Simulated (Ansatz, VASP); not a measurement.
Given: the input of a run of VASP 6.6.1 on CaSe.

Contents of INCAR:

```
SYSTEM = CaSe
PREC = Accurate
ENCUT = 520
EDIFF = 1E-6
ISMEAR = -1
SIGMA = 0.05
LREAL = .FALSE.
LASPH = .TRUE.
NELM = 60
ALGO = Normal
ISIF = 2
LWAVE = .FALSE.
LCHARG = .FALSE.
GGA = CA
NBANDS = 15
```

Contents of KPOINTS:

```
Automatic mesh
0
G
  8 8 8
  0 0 0
```

Contents of POSCAR:

```
CaSe
1.0
    0.0000000000      2.9560000000      2.9560000000
    2.9560000000      0.0000000000      2.9560000000
    2.9560000000      2.9560000000      0.0000000000
Se Ca
1 1
Direct
    0.5000000000      0.5000000000      0.5000000000
    0.0000000000      0.0000000000      0.0000000000
```

Potentials or basis: VASP PAW LDA potentials, release 64 (Se, Ca_sv).

The run is started by

```sh
$ cat potpaw_LDA.64/Se/POTCAR potpaw_LDA.64/Ca_sv/POTCAR > POTCAR
$ mpirun -np 1 vasp_std > vasp.out
```

Translate it to Ansatz 0.2.0. Potentials there: Ansatz PAW.

As run (the cutoff follows the program's own potentials):

Contents of input.yaml:

```yaml
crystal:
  lattice:
    - [0.0, 2.956, 2.956]
    - [2.956, 0.0, 2.956]
    - [2.956, 2.956, 0.0]
  atoms:
    - { symbol: Se, position: [0.5, 0.5, 0.5] }
    - { symbol: Ca, position: [0.0, 0.0, 0.0] }
hamiltonian:
  xc: lda
  pseudopotentials: { kind: paw }
kpoints:
  mp_grid: { grid: [8, 8, 8] }
scf:
  occupations: { method: fermi_dirac, width: 0.05 }
output:
  forces: true
  stress: true
  eigenvalues: true
```

Potentials or basis: Ansatz PAW.

The run is started by

```bash
$ ansatz run input.yaml --threads 1 --pin off --max-ram 3584MiB --backend cpu --events-out ev --progress --plain --runs-dir out
```

Both were run:

|  | VASP | Ansatz | Ansatz less VASP |
| --- | --- | --- | --- |
| gap on the k mesh at the Fermi level (eV) | 1.86 | 1.88 | +0.016 |
| least direct gap on the mesh (eV) | 2.80 | 2.82 | +0.015 |
| pressure (GPa) | -2.9 | -3.1 | -0.23 |

LDA's correlation is that of Perdew and Zunger in VASP and of Perdew and Wang (1992) in Ansatz. VASP's potentials hold 16 valence electrons a cell and Ansatz's 26, so a difference there can come from the potentials and not from the codes.
